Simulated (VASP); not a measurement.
# Cu12O in VASP: single point with PBE

Aim: the single point of Cu12O with PBE.

Everything below comes from runs of VASP 6.6.1. Logs are shortened: lines on timing, memory, paths and dates and some standing lists are left out, and cuts for length are marked.

### Step 1. The cell of the first run

The cell holds a slab with vacuum, 13 atoms: a = 5.132 Å, b = 5.132 Å, c = 19.028 Å, α = 90.00°, β = 90.00°, γ = 90.00°.

### Step 2. Single point, PBE

File INCAR:

```
  ALGO = Normal
  DIPOL = 0.5 0.5 0.315
  EDIFF = 1E-6
  ENCUT = 610
  GGA = PE
  GGA_COMPAT = False
  IDIPOL = 3
  ISIF = 2
  ISMEAR = 0
  LASPH = True
  LCHARG = True
  LDIPOL = True
  LELF = True
  LREAL = False
  LVACPOTAV = True
  LVHAR = True
  LWAVE = False
  NBANDS = 129
  NELM = 120
  NELMDL = -8
  PREC = Accurate
  SIGMA = 0.1
```

File KPOINTS:

```
k-points
0
Gamma
  5 5 1
```

File POSCAR:

```
Cu12O
1.0
    5.1319544654      0.0000000000      0.0000000000
    0.0000000000      5.1319544654      0.0000000000
    0.0000000000      0.0000000000     19.0279314150
Cu O
12 1
Direct
    0.2500000000      0.2500000000      0.2102172807
    0.2500000000      0.7500000000      0.2102172807
    0.7500000000      0.2500000000      0.2102172807
    0.7500000000      0.7500000000      0.2102172807
    0.0000000000      0.0000000000      0.3029241254
    0.0000000000      0.5000000000      0.3029241254
    0.5000000000      0.0000000000      0.3029241254
    0.5000000000      0.5000000000      0.3029241254
    0.2500000000      0.2500000000      0.3956253179
    0.2500000000      0.7500000000      0.3956253179
    0.7500000000      0.2500000000      0.3956253179
    0.7500000000      0.7500000000      0.3956253179
    0.2500000000      0.5000000000      0.4630318722
```

Potentials or basis: VASP PAW PBE potentials, release 64 (Cu_sv_GW, O).

Started as:

```console
$ cat potpaw_PBE.64/Cu_sv_GW/POTCAR potpaw_PBE.64/O/POTCAR > POTCAR
$ mpirun -np 1 vasp_std > vasp.out
```

OUTCAR:

```text
EDIFF = 1E-6
   ENCUT = 610
   GGA = PE
   ISIF = 2
   ISMEAR = 0
   LASPH = True
   LREAL = False
   NELM = 120
   NELMDL = -8
   PREC = Accurate

 ion  position               nearest neighbor table
   1  0.250  0.250  0.210-   5 2.53   6 2.53   7 2.53   8 2.53   2 2.57   3 2.57   2 2.57   3 2.57

   2  0.250  0.750  0.210-   5 2.53   6 2.53   7 2.53   8 2.53   1 2.57   4 2.57   1 2.57   4 2.57

   3  0.750  0.250  0.210-   5 2.53   6 2.53   7 2.53   8 2.53   1 2.57   4 2.57   4 2.57   1 2.57

   4  0.750  0.750  0.210-   5 2.53   6 2.53   7 2.53   8 2.53   2 2.57   3 2.57   3 2.57   2 2.57

   5  0.000  0.000  0.303-   9 2.53  10 2.53  11 2.53  12 2.53   1 2.53   2 2.53   3 2.53   4 2.53
                             6 2.57   7 2.57   6 2.57   7 2.57
   6  0.000  0.500  0.303-   9 2.53  10 2.53  11 2.53  12 2.53   1 2.53   2 2.53   3 2.53   4 2.53
                             5 2.57   8 2.57   5 2.57   8 2.57
   7  0.500  0.000  0.303-   9 2.53  10 2.53  11 2.53  12 2.53   1 2.53   2 2.53   3 2.53   4 2.53
                             5 2.57   8 2.57   8 2.57   5 2.57
   8  0.500  0.500  0.303-   9 2.53  10 2.53  11 2.53  12 2.53   1 2.53   2 2.53   3 2.53   4 2.53
                             6 2.57   7 2.57   7 2.57   6 2.57
   9  0.250  0.250  0.396-  13 1.81   6 2.53   7 2.53   8 2.53   5 2.53  11 2.57  10 2.57  10 2.57
                            11 2.57
  10  0.250  0.750  0.396-  13 1.81   6 2.53   7 2.53   8 2.53   5 2.53  12 2.57   9 2.57   9 2.57
                            12 2.57
  11  0.750  0.250  0.396-   5 2.53   6 2.53   7 2.53   8 2.53   9 2.57  12 2.57  12 2.57   9 2.57

  12  0.750  0.750  0.396-   5 2.53   6 2.53   7 2.53   8 2.53  10 2.57  11 2.57  11 2.57  10 2.57

  13  0.250  0.500  0.463-   9 1.81  10 1.81

  LATTYP: Found a simple tetragonal cell.
 ALAT       =     5.1319544654
 C/A-ratio  =     3.7077358233

  Lattice vectors:

 A1 = (   5.1319544654,   0.0000000000,   0.0000000000)
 A2 = (   0.0000000000,   5.1319544654,   0.0000000000)
 A3 = (   0.0000000000,   0.0000000000,  19.0279314150)

Analysis of symmetry for initial positions (statically):
=====================================================================
 Subroutine PRICEL returns:
 Original cell was already a primitive cell.

 Routine SETGRP: Setting up the symmetry group for a
 simple tetragonal supercell.

 Subroutine GETGRP returns: Found  4 space group operations
 (whereof  2 operations were pure point group operations)
 out of a pool of 16 trial point group operations.

The static configuration has the point symmetry C_1h.
 The point group associated with its full space group is C_2v.

Analysis of symmetry for dynamics (positions and initial velocities):
=====================================================================
 Subroutine PRICEL returns:
 Original cell was already a primitive cell.

 Routine SETGRP: Setting up the symmetry group for a
 simple tetragonal supercell.

 Subroutine GETGRP returns: Found  4 space group operations
 (whereof  2 operations were pure point group operations)
 out of a pool of 16 trial point group operations.

The dynamic configuration has the point symmetry C_1h.
 The point group associated with its full space group is C_2v.

 Subroutine INISYM returns: Found  4 space group operations
 (whereof  2 operations are pure point group operations),
 and found     1 'primitive' translations

----------------------------------------------------------------------------------------

                                     Primitive cell

  volume of cell :     501.1378

  direct lattice vectors                    reciprocal lattice vectors
     5.131954465  0.000000000  0.000000000     0.194857536  0.000000000  0.000000000
     0.000000000  5.131954465  0.000000000     0.000000000  0.194857536  0.000000000
     0.000000000  0.000000000 19.027931415     0.000000000  0.000000000  0.052554320

  length of vectors
     5.131954465  5.131954465 19.027931415     0.194857536  0.194857536  0.052554320

  position of ions in fractional coordinates (direct lattice)
     0.250000000  0.250000000  0.210217281
     0.250000000  0.750000000  0.210217281
     0.750000000  0.250000000  0.210217281
     0.750000000  0.750000000  0.210217281
     0.000000000  0.000000000  0.302924125
     0.000000000  0.500000000  0.302924125
     0.500000000  0.000000000  0.302924125
     0.500000000  0.500000000  0.302924125
     0.250000000  0.250000000  0.395625318
     0.250000000  0.750000000  0.395625318
     0.750000000  0.250000000  0.395625318
     0.750000000  0.750000000  0.395625318
     0.250000000  0.500000000  0.463031872

  ion indices of the primitive-cell ions
   primitive index   ion index
                 1           1
                 2           2
                 3           3
                 4           4
                 5           5
                 6           6
                 7           7
                 8           8
                 9           9
                10          10
                11          11
                12          12
                13          13

----------------------------------------------------------------------------------------

 KPOINTS: k-points

Automatic generation of k-mesh.
 Grid dimensions read from file:
 generate k-points for:    5    5    1

 Generating k-lattice:

  Cartesian coordinates                     Fractional coordinates (reciprocal lattice)
     0.038971507  0.000000000  0.000000000     0.200000000  0.000000000  0.000000000
     0.000000000  0.038971507  0.000000000     0.000000000  0.200000000  0.000000000
     0.000000000  0.000000000  0.052554320     0.000000000  0.000000000  1.000000000

  Length of vectors
     0.038971507  0.038971507  0.052554320

  Shift w.r.t. Gamma in fractional coordinates (k-lattice)
     0.000000000  0.000000000  0.000000000

 Subroutine IBZKPT returns following result:
 ===========================================

 Found      9 irreducible k-points:

 Following reciprocal coordinates:
            Coordinates               Weight
  0.000000  0.000000  0.000000      1.000000
  0.200000  0.000000  0.000000      2.000000
  0.000000  0.200000  0.000000      2.000000
  0.400000  0.000000  0.000000      2.000000
  0.000000  0.400000  0.000000      2.000000
  0.200000  0.200000  0.000000      4.000000
  0.400000  0.200000  0.000000      4.000000
 -0.200000  0.400000  0.000000      4.000000
  0.400000  0.400000  0.000000      4.000000
   k-points           NKPTS =      9   k-points in BZ     NKDIM =      9   number of bands    NBANDS=    129
   number of dos      NEDOS =    301   number of ions     NIONS =     13
   total plane-waves  NPLWV = 282240
   dimension x,y,z NGX =    42 NGY =   42 NGZ =  160
   dimension x,y,z NGXF=    84 NGYF=   84 NGZF=  320
   ions per type =              12   1
   NGX,Y,Z   is equivalent  to a cutoff of  13.61, 13.61, 13.98 a.u.
   NGXF,Y,Z  is equivalent  to a cutoff of  27.21, 27.21, 27.96 a.u.
 SYSTEM =  unknown system
   PREC   = accura    normal or accurate (medium, high low for compatibility)
   ISTART =      0    job   : 0-new  1-cont  2-samecut
   ICHARG =      2    charge: 1-file 2-atom 10-const
   ISPIN  =      1    spin polarized calculation?
   LNONCOLLINEAR =      F non collinear calculations
   LSORBIT =      F    spin-orbit coupling
   LASPH  =      T    aspherical Exc in radial PAW
   ENCUT  =  610.0 eV  44.83 Ry    6.70 a.u.  10.33 10.33 38.32*2*pi/ulx,y,z
   NELM   =    120;   NELMIN=  2; NELMDL= -8     # of ELM steps
   EDIFF  = 0.1E-05   stopping-criterion for ELM
   LREAL  =      F    real-space projection
   EDIFFG = 0.1E-04   stopping-criterion for IOM
   NSW    =      0    number of steps for IOM
   IBRION =     -1    ionic relax: 0-MD 1-quasi-New 2-CG
   NFREE  =      0    steps in history (QN), initial steepest desc. (CG)
   ISIF   =      2    stress and relaxation
   ISYM   =      2    0-nonsym 1-usesym 2-fastsym
   POTIM  = 0.5000    time-step for ionic-motion
   TEBEG  =    0.0;   TEEND  =   0.0 temperature during run
   PSTRESS=    0.0 pullay stress
   NELECT =     234.0000    total number of electrons
   NUPDOWN=      -1.0000    fix difference up-down
   EMIN   =  10.00;   EMAX   =-10.00  energy-range for DOS
   EFERMI =   0.00;   METHOD = LEGACY
   ISMEAR =     0;   SIGMA  =   0.10  broadening in eV -4-tet -1-fermi 0-gaus
   EFERMI_NEDOS =   21; number of points for ismear=-14 and -15
   IALGO  =     38    algorithm
   IMIX   =      4    mixing-type and parameters
     AMIX     =   0.40;   BMIX     =  1.00
     AMIX_MAG =   1.60;   BMIX_MAG =  1.00
  volume/ion in A,a.u.               =      38.55       260.14
  Fermi-wavevector in a.u.,A,eV,Ry     =   1.270070  2.400085 21.947263  1.613078
  Thomas-Fermi vector in A             =   2.403077
   LORBIT       =      0    0 simple, 1 ext, 2 COOP (PROOUT), +10 PAW based schemes
   GGA     = PE    functional components
   LHFCALC =     F    Hartree Fock is set to
   AEXX    =    0.0000 exact exchange contribution
   IVDW    =     0    specifies the selected vdW correction
   LEPSILON=     F    determine dielectric tensor
   LRPA    =     F    only Hartree local field effects (RPA)
 non-spin polarized calculation
 Gauss-broadening in eV      SIGMA  =   0.10
  energy-cutoff  :      610.00
  volume of cell :      501.14
 maximum number of plane-waves:     17193
 NGX is ok and might be reduce to    42
   NGX = 21   NGY = 21   NGZ = 77

 dipolmoment           0.000000      0.000000     -0.163885 electrons x Angstroem

 number of electron     234.0000050 magnetization

 dipolmoment           0.000000      0.000000      0.201159 electrons x Angstroem

 Free energy of the ion-electron system (eV)
  ---------------------------------------------------
  ext. energy  EPLUGINS =         0.00000000
  ---------------------------------------------------
  free energy    TOTEN  =       -46.48945376 eV

  energy without entropy =      -46.44947385  energy(sigma->0) =      -46.46946381

 E-fermi :  -1.4024     XC(G=0):  -4.9142

 val. band max:       -1.4107949932   @ k =   0.2000   0.0000   0.0000
 cond. band min:      -1.3942860777   @ k =   0.0000   0.2000   0.0000
 fundamental gap:      0.0165089155
 Fermi energy:        -1.4024169108

 k-point     1 :       0.0000    0.0000    0.0000
  band No.  band energies     occupation
      1    -114.0235      2.00000
      2    -114.0185      2.00000
      3    -114.0083      2.00000
      4    -114.0040      2.00000
      5    -113.9882      2.00000
      6    -113.9841      2.00000
[... 121 lines left out ...]
    128       3.5707      0.00000
    129       3.6692      0.00000

 k-point     2 :       0.2000    0.0000    0.0000
  band No.  band energies     occupation
      1    -114.0230      2.00000
      2    -114.0190      2.00000
      3    -114.0082      2.00000
      4    -114.0040      2.00000
      5    -113.9878      2.00000
      6    -113.9845      2.00000
[... 1045 lines left out ...]
    128       4.3776      0.00000
    129       4.5283      0.00000

------------------------ aborting loop because EDIFF is reached ----------------------------------------

  FORCE on cell =-STRESS in cart. coord.  units (eV):
  Direction    XX          YY          ZZ          XY          YZ          ZX
  --------------------------------------------------------------------------------------
  -------------------------------------------------------------------------------------
  Total       -7.4307071     -5.7533448     -2.6385325      0.0000000      0.0000000      0.0000000
  in kB      -23.7565602    -18.3939000     -8.4355979      0.0000000      0.0000000      0.0000000
  external PRESSURE =     -16.8620194 kB  Pullay stress =       0.0000000 kB

 VOLUME and BASIS-vectors are now :
 -----------------------------------------------------------------------------
  energy-cutoff  :      610.00
  volume of cell :      501.14
      direct lattice vectors                 reciprocal lattice vectors
     5.131954465  0.000000000  0.000000000     0.194857536  0.000000000  0.000000000
     0.000000000  5.131954465  0.000000000     0.000000000  0.194857536  0.000000000
     0.000000000  0.000000000 19.027931415     0.000000000  0.000000000  0.052554320

 POSITION                                       TOTAL-FORCE (eV/Angst)
 -----------------------------------------------------------------------------------
      1.28299      1.28299      4.00000        -0.000000      0.008915     -0.028589
      1.28299      3.84897      4.00000        -0.000000     -0.008915     -0.028589
      3.84897      1.28299      4.00000        -0.000000     -0.040259      0.010247
      3.84897      3.84897      4.00000        -0.000000      0.040259      0.010247
      0.00000      0.00000      5.76402         0.092969      0.000000     -0.005372
      0.00000      2.56598      5.76402        -0.165161      0.000000     -0.255540
      2.56598      0.00000      5.76402        -0.092969      0.000000     -0.005372
      2.56598      2.56598      5.76402         0.165161      0.000000     -0.255540
      1.28299      1.28299      7.52793        -0.000000     -0.616518      0.334637
      1.28299      3.84897      7.52793        -0.000000      0.616518      0.334637
      3.84897      1.28299      7.52793        -0.000000     -0.094159     -0.072511
      3.84897      3.84897      7.52793        -0.000000      0.094159     -0.072511
      1.28299      2.56598      8.81054        -0.000000      0.000000      0.034254
 -----------------------------------------------------------------------------------
    total drift:                                0.000000      0.000000     -0.006080

  FREE ENERGIE OF THE ION-ELECTRON SYSTEM (eV)
  ---------------------------------------------------
  free  energy   TOTEN  =       -46.4894537650 eV

  energy  without entropy=      -46.4494738484  energy(sigma->0) =      -46.46946381

 vacuum level on the upper side and lower side of the slab         4.521         3.139
```

It took 54 min on 1 thread of Intel Xeon Platinum 8488C (Sapphire Rapids), shared host; peak memory 0.9 GiB.

What came out:

| Item | Value |
| --- | --- |
| Free energy | -46.4895 eV |
| Largest force | 0.701 eV/Å |
| Band gap on the k mesh | zero (bands 117 and 118 overlap by 0.65 eV) |

Forces on the atoms (eV/Å):
```
Cu   0.000  0.009 -0.029
Cu   0.000 -0.009 -0.029
Cu   0.000 -0.040  0.010
Cu   0.000  0.040  0.010
Cu   0.093  0.000 -0.005
Cu  -0.165  0.000 -0.256
Cu  -0.093  0.000 -0.005
Cu   0.165  0.000 -0.256
Cu   0.000 -0.617  0.335
Cu   0.000  0.617  0.335
Cu   0.000 -0.094 -0.073
Cu   0.000  0.094 -0.073
O    0.000  0.000  0.034
```

With open d or f shells a metallic result of PBE can be an artefact of self-interaction; +U or a hybrid may open a gap.
